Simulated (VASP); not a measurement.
# Li4F (Pm-3m) in VASP: further runs, part 2 of 2

VASP 6.6.1.

**3. Single point, PBE, collinear spin, ferromagnetic start**

This run uses another cell than the first one, of 15.54 Å³/atom, 1.304 times its volume.

File INCAR:

```
PREC     = Accurate       # precision mode
ENCUT    = 520            # plane-wave cutoff, eV
EDIFF    = 1E-6           # SCF threshold, eV
ISMEAR   = 0              # smearing method
SIGMA    = 0.1            # smearing width, eV
LREAL    = F              # projectors in reciprocal space
LASPH    = T              # aspherical terms in the spheres
NELM     = 150            # most SCF steps
ALGO     = Normal         # electronic algorithm
ISIF     = 2              # what is computed and relaxed
LWAVE    = F              # write WAVECAR
LCHARG   = T              # write CHGCAR
ISPIN    = 2              # spin polarisation
MAGMOM   = 0 0 0 0 1      # initial moments
LORBIT   = 11             # projections on sites
GGA      = PE             # functional
LELF     = T              # ELF
LVHAR    = T            
NBANDS   = 22             # bands
```

File KPOINTS:

```
Automatic mesh
0
Gamma
  4 4 4
```

File POSCAR:

```
Li4F
1.0
    4.2670661488      0.0000000000      0.0000000000
    0.0000000000      4.2670661488      0.0000000000
    0.0000000000      0.0000000000      4.2670661488
Li F
4 1
Direct
    0.5000000000      0.5000000000      0.5000000000
    0.5000000000      0.0000000000      0.0000000000
    0.0000000000      0.5000000000      0.0000000000
    0.0000000000      0.0000000000      0.5000000000
    0.0000000000      0.0000000000      0.0000000000
```

Potentials or basis: VASP PAW PBE potentials, release 64 (Li_sv, F).

Started as:

```bash
$ cat potpaw_PBE.64/Li_sv/POTCAR potpaw_PBE.64/F/POTCAR > POTCAR
$ mpirun -np 1 vasp_std > vasp.out
```

Run time: 12 s. Hardware: 1 thread of Intel Xeon 6975P-C (Granite Rapids), shared host; peak memory 0.2 GiB.

The run converged. Its results:

* Free energy: -14.4530 eV
* Net moment: 0.00 μB per cell
* Valence electrons inside the program's atomic spheres: Li 2.09, 2.06; F 6.08

Levels at points of the mesh, in eV from the Fermi level:
Spin up:
| k point | band 7 | band 8 | band 9 | band 10 | band 11 | band 12 |
| --- | --- | --- | --- | --- | --- | --- |
| (0.00, 0.00, 0.00) | -6.54 | -6.54 | -2.80 | 2.73 | 2.73 | 2.73 |
| (0.50, 0.00, 0.00) | -6.49 | -6.49 | -1.22 | -0.76 | 3.47 | 3.47 |
| (0.50, 0.50, 0.00) | -6.46 | -6.45 | -0.67 | 0.24 | 0.24 | 2.62 |
| (0.50, 0.50, 0.50) | -6.37 | -6.37 | -0.15 | -0.15 | -0.15 | 2.98 |
Spin down:
```tsv
k point	band 6	band 7	band 8	band 9	band 10	band 11	band 12	band 13
(0.00, 0.00, 0.00)	-6.54	-6.54	-6.54	-2.80	2.73	2.73	2.73	4.72
(0.50, 0.00, 0.00)	-6.57	-6.49	-6.49	-1.22	-0.76	3.47	3.47	4.40
(0.50, 0.50, 0.00)	-6.46	-6.46	-6.45	-0.67	0.24	0.24	2.62	5.44
(0.50, 0.50, 0.50)	-6.37	-6.37	-6.37	-0.15	-0.15	-0.15	2.98	4.57
```

Caveat: the k points lie up to 0.37 Å⁻¹ apart; the cutoff is under 1.25 times the usual one of these potentials, so pressure, stress and relaxed cells hold a basis-set (Pulay) error.

**4. Single point, PBE**

This run uses another cell than the first one, of 15.56 Å³/atom, 1.306 times its volume.

File INCAR:

```
PREC = Accurate ; ENCUT = 520
EDIFF = 1E-7 ; ISMEAR = 0
SIGMA = 0.1 ; LREAL = F
LASPH = T ; NELM = 80
ALGO = Normal ; ISIF = 2
LWAVE = F ; LCHARG = F
GGA = PE ; NBANDS = 18
```

File KPOINTS:

```
regular mesh
0
Gamma
  10 10 10
```

POSCAR: that of step 3 with these lines changed.

```diff
@@ -2,5 +2,5 @@
 1.0
-    4.2670661488      0.0000000000      0.0000000000
-    0.0000000000      4.2670661488      0.0000000000
-    0.0000000000      0.0000000000      4.2670661488
+    4.2688880733      0.0000000000      0.0000000000
+    0.0000000000      4.2688880733      0.0000000000
+    0.0000000000      0.0000000000      4.2688880733
 Li F
```

Started as:

```bash
$ cat potpaw_PBE.64/Li_sv/POTCAR potpaw_PBE.64/F/POTCAR > POTCAR
$ mpirun -np 1 vasp_std > vasp.out
```

Run time: 20 s. Hardware: 1 thread of Intel Xeon 6975P-C (Granite Rapids), shared host; peak memory 0.2 GiB.

The run converged. Its results:

```yaml
Free_energy: -14.3585 eV
```

Levels at points of the mesh, in eV from the Fermi level:
| k point | band 7 | band 8 | band 9 | band 10 | band 11 | band 12 |
| --- | --- | --- | --- | --- | --- | --- |
| (0.00, 0.00, 0.00) | -6.66 | -6.66 | -2.92 | 2.60 | 2.60 | 2.60 |
| (0.50, 0.00, 0.00) | -6.60 | -6.60 | -1.35 | -0.88 | 3.34 | 3.34 |
| (0.50, 0.50, 0.00) | -6.58 | -6.56 | -0.80 | 0.11 | 0.11 | 2.49 |
| (0.50, 0.50, 0.50) | -6.48 | -6.48 | -0.27 | -0.27 | -0.27 | 2.85 |

Caveat: the cutoff is under 1.25 times the usual one of these potentials, so pressure, stress and relaxed cells hold a basis-set (Pulay) error; an odd number of electrons without spin polarisation forces a metal; a magnetic or distorted state may lie lower.

**5. Summary**

```tsv
spin	cell	k mesh	gap on the mesh (eV)	moment (μB)
collinear, ferromagnetic start	a = 3.906 Å, 5 atoms	4 × 4 × 4	none	0.00
collinear, ferromagnetic start	a = 4.267 Å, 5 atoms	4 × 4 × 4	none	0.00
off	a = 4.269 Å, 5 atoms	10 × 10 × 10	none	-
```

Alike in all rows: task single point; level PBE; potentials or basis VASP PAW PBE potentials, release 64 (Li_sv, F); cutoff (eV) 520; smearing gaussian 0.1 eV.

Caveats: some runs use coarse meshes; the cutoff is under 1.25 times the usual one of these potentials, so pressure, stress and relaxed cells hold a basis-set (Pulay) error; an odd number of electrons without spin polarisation forces a metal (some runs); a magnetic or distorted state may lie lower (some runs).

Total energies depend on the potentials used, so only differences within one code and one set of settings carry meaning.
